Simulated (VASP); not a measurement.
# TaGa2 (P4/mmm) in VASP: a series of runs, part 3 of 3

VASP 6.6.1. The steps go on from the part before.

## (6) Relaxation of cell and atoms, PBE

This run uses another cell than the first one, of 20.58 Å³/atom, 1.090 times its volume.

The input, INCAR:

```
ALGO = Normal
EDIFF = 1E-6
EDIFFG = -0.04
ENCUT = 600
GGA = PE
IBRION = 2
ISIF = 3
ISMEAR = 0
LASPH = True
LCHARG = False
LREAL = False
LWAVE = False
NELM = 60
NSW = 90
PREC = Accurate
SIGMA = 0.1
```

The input, KPOINTS:

```
k-points
0
Gamma
  6 6 4
```

The input, POSCAR:

```
TaGa2
1.0
    3.4201574700      0.0000000000      0.0000000000
    0.0000000000      3.4201574700      0.0000000000
    0.0000000000      0.0000000000      5.2777222100
Ta Ga
1 2
Direct
    0.5000000000      0.5000000000      0.0000000000
    0.0000000000      0.5000000000      0.5000000000
    0.5000000000      0.0000000000      0.5000000000
```

Potentials or basis: VASP PAW PBE potentials, release 64 (Ta_pv, Ga_d).

Command:

```
cat potpaw_PBE.64/Ta_pv/POTCAR potpaw_PBE.64/Ga_d/POTCAR > POTCAR
mpirun -np 1 vasp_std > vasp.out
```

OUTCAR:

```text
EDIFF = 1E-6
   EDIFFG = -0.04
   ENCUT = 600
   GGA = PE
   IBRION = 2
   ISIF = 3
   ISMEAR = 0
   LASPH = True
   LREAL = False
   NELM = 60
   NSW = 90
   PREC = Accurate

 ion  position               nearest neighbor table
   1  0.500  0.500  0.000-   2 3.14   3 3.14   2 3.14   3 3.14   3 3.14   3 3.14   2 3.14   2 3.14

   2  0.000  0.500  0.500-   3 2.42   3 2.42   3 2.42   3 2.42   1 3.14   1 3.14   1 3.14   1 3.14

   3  0.500  0.000  0.500-   2 2.42   2 2.42   2 2.42   2 2.42   1 3.14   1 3.14   1 3.14   1 3.14

  LATTYP: Found a simple tetragonal cell.
 ALAT       =     3.4201574700
 C/A-ratio  =     1.5431225773

  Lattice vectors:

 A1 = (   3.4201574700,   0.0000000000,   0.0000000000)
 A2 = (   0.0000000000,   3.4201574700,   0.0000000000)
 A3 = (   0.0000000000,   0.0000000000,   5.2777222100)

Analysis of symmetry for initial positions (statically):
=====================================================================
 Subroutine PRICEL returns:
 Original cell was already a primitive cell.

 Routine SETGRP: Setting up the symmetry group for a
 simple tetragonal supercell.

 Subroutine GETGRP returns: Found 16 space group operations
 (whereof 16 operations were pure point group operations)
 out of a pool of 16 trial point group operations.

The static configuration has the point symmetry D_4h.

Analysis of symmetry for dynamics (positions and initial velocities):
=====================================================================
 Subroutine PRICEL returns:
 Original cell was already a primitive cell.

 Routine SETGRP: Setting up the symmetry group for a
 simple tetragonal supercell.

 Subroutine GETGRP returns: Found 16 space group operations
 (whereof 16 operations were pure point group operations)
 out of a pool of 16 trial point group operations.

The dynamic configuration has the point symmetry D_4h.

[... 136 lines left out ...]
 maximum number of plane-waves:      2088
 NGX is ok and might be reduce to    28
   NGX = 13   NGY = 13   NGZ = 21

--------------------------------------- Ionic step        1  -------------------------------------------

 number of electron      36.9999988 magnetization

 Free energy of the ion-electron system (eV)
  ---------------------------------------------------
  ext. energy  EPLUGINS =         0.00000000
  ---------------------------------------------------
  free energy    TOTEN  =       -15.04918444 eV

  energy without entropy =      -15.03911899  energy(sigma->0) =      -15.04415172

------------------------ aborting loop because EDIFF is reached ----------------------------------------

  FORCE on cell =-STRESS in cart. coord.  units (eV):
  Direction    XX          YY          ZZ          XY          YZ          ZX
  --------------------------------------------------------------------------------------
  -------------------------------------------------------------------------------------
  Total        0.7906273      0.7906273     -9.0782124      0.0000000     -0.0000000      0.0000000
  in kB       20.5184074     20.5184074   -235.5983216      0.0000000     -0.0000000      0.0000000
  external PRESSURE =     -64.8538356 kB  Pullay stress =       0.0000000 kB
[... 92 lines left out ...]
  FREE ENERGIE OF THE ION-ELECTRON SYSTEM (eV)
  ---------------------------------------------------
  free  energy   TOTEN  =       -16.5689144303 eV

  energy  without entropy=      -16.5631118314  energy(sigma->0) =      -16.56601313

[... ionic steps 4 to 11 ...]

--------------------------------------- Ionic step       12  -------------------------------------------

 number of electron      36.9999952 magnetization

------------------------ aborting loop because EDIFF is reached ----------------------------------------
[... 69 lines left out ...]
--------------------------------------- Ionic step       14  -------------------------------------------

 number of electron      36.9999951 magnetization

 Free energy of the ion-electron system (eV)
  ---------------------------------------------------
  ext. energy  EPLUGINS =         0.00000000
  ---------------------------------------------------
  free energy    TOTEN  =       -17.25440142 eV

  energy without entropy =      -17.24906876  energy(sigma->0) =      -17.25173509

 E-fermi :   5.1719     XC(G=0): -11.3339

 val. band max:        5.1415665945   @ k =   0.5000   0.3333   0.5000
 cond. band min:       5.1768049696   @ k =   0.5000   0.0000   0.2500
 fundamental gap:      0.0352383751
 Fermi energy:         5.1719280845

 k-point     1 :       0.0000    0.0000    0.0000
  band No.  band energies     occupation
      1     -29.5255      2.00000
      2     -29.5142      2.00000
      3     -29.5142      2.00000
      4      -9.6996      2.00000
      5      -9.6514      2.00000
      6      -9.4986      2.00000
[... 589 lines left out ...]
     21       7.3661      0.00000
     22       8.1521      0.00000

 [... further k-points ...]
[... 5 lines left out ...]
  --------------------------------------------------------------------------------------
  -------------------------------------------------------------------------------------
  Total       -0.0609504     -0.0609504      0.0274199      0.0000000      0.0000000     -0.0000000
  in kB       -1.7242809     -1.7242809      0.7757046      0.0000000      0.0000000     -0.0000000
  external PRESSURE =      -0.8909524 kB  Pullay stress =       0.0000000 kB
[... 18 lines left out ...]
  FREE ENERGIE OF THE ION-ELECTRON SYSTEM (eV)
  ---------------------------------------------------
  free  energy   TOTEN  =       -17.2544014200 eV

  energy  without entropy=      -17.2490687599  energy(sigma->0) =      -17.25173509

 reached required accuracy - stopping structural energy minimisation
```

Wall time 4.1 min (1 thread of Intel Xeon Platinum 8488C (Sapphire Rapids), shared host); peak memory 0.22 GiB.

What came out:

```
Free energy                            : -17.2544 eV
Relaxed volume                         : 18.88 Å³/atom
Relaxed cell                           : a = 3.916 Å, b = 3.916 Å, c = 3.693 Å, α = 90.00°, β = 90.00°, γ = 90.00°
Space group after relaxing (to 0.05 Å) : P4/mmm (No. 123)
Energy gained by relaxing              : 735.1 meV/atom
Ionic steps                            : 14
Pressure after relaxing                : -0.1 GPa
```

Stress tensor (GPa, compression positive):
```
-0.17  0.00  0.00
 0.00 -0.17  0.00
 0.00  0.00  0.08
```

Step by step:
```csv
step,energy change (eV),largest force (eV/Å),pressure (GPa),volume (Å³)
1,0.0000,0.0000,-6.49,61.74
2,-1.2637,0.0000,2.59,54.07
3,-1.5197,0.0000,10.85,51.09
4,-0.9726,0.0000,41.16,44.93
5,-1.5408,0.0000,14.77,50.04
6,-2.0522,0.0000,8.18,52.57
7,-2.1589,0.0000,5.93,54.08
8,-2.1574,0.0000,5.63,54.32
9,-2.1529,0.0000,5.55,54.49
10,-2.2015,0.0000,-1.26,57.31
11,-2.2030,0.0000,-0.22,56.86
12,-2.2030,0.0000,-0.38,56.90
13,-2.2039,0.0000,-0.30,56.82
14,-2.2052,0.0000,-0.09,56.63
```

Final structure:
```
Ta Ga
1.0
     3.91627    0.00000    0.00000
     0.00000    3.91627    0.00000
     0.00000    0.00000    3.69262
Ta Ga
1 2
Cartesian
  1.9581 1.9581 0.0000
  0.0000 1.9581 1.8463
  1.9581 0.0000 1.8463
```

Caveat: spin-orbit coupling is left out, which moves the levels of the heavy elements.

## (7) Overview

| task | cell | k mesh | cutoff (eV) | gap on the mesh (eV) | pressure (GPa) | relaxed volume (Å³/atom) |
| --- | --- | --- | --- | --- | --- | --- |
| single point | a = 3.907, b = 3.907, c = 3.710 Å, 3 atoms | 4 × 4 × 6 | 520 | none | 0.0 | - |
| single point | a = 3.905, b = 3.905, c = 3.699 Å, 3 atoms | 6 × 6 × 4 | 520 | none | 0.2 | - |
| single point | a = 3.420, b = 3.420, c = 5.278 Å, 3 atoms | 6 × 6 × 4 | 520 | none | -6.5 | - |
| relaxation of cell and atoms | relaxed from a = 3.905, b = 3.905, c = 3.699 Å, 3 atoms | 4 × 4 × 6 | 600 | none | 0.0 | 18.88 |
| relaxation of cell and atoms | relaxed from a = 3.420, b = 3.420, c = 5.278 Å, 3 atoms | 6 × 6 × 4 | 600 | none | -0.1 | 18.88 |

Alike in all rows: level PBE; potentials or basis VASP PAW PBE potentials, release 64 (Ta_pv, Ga_d); no spin polarisation; smearing gaussian 0.1 eV.

Caveats: some runs use coarse meshes; spin-orbit coupling is left out, which moves the levels of the heavy elements.

Total energies depend on the potentials used, so only differences within one code and one set of settings carry meaning.
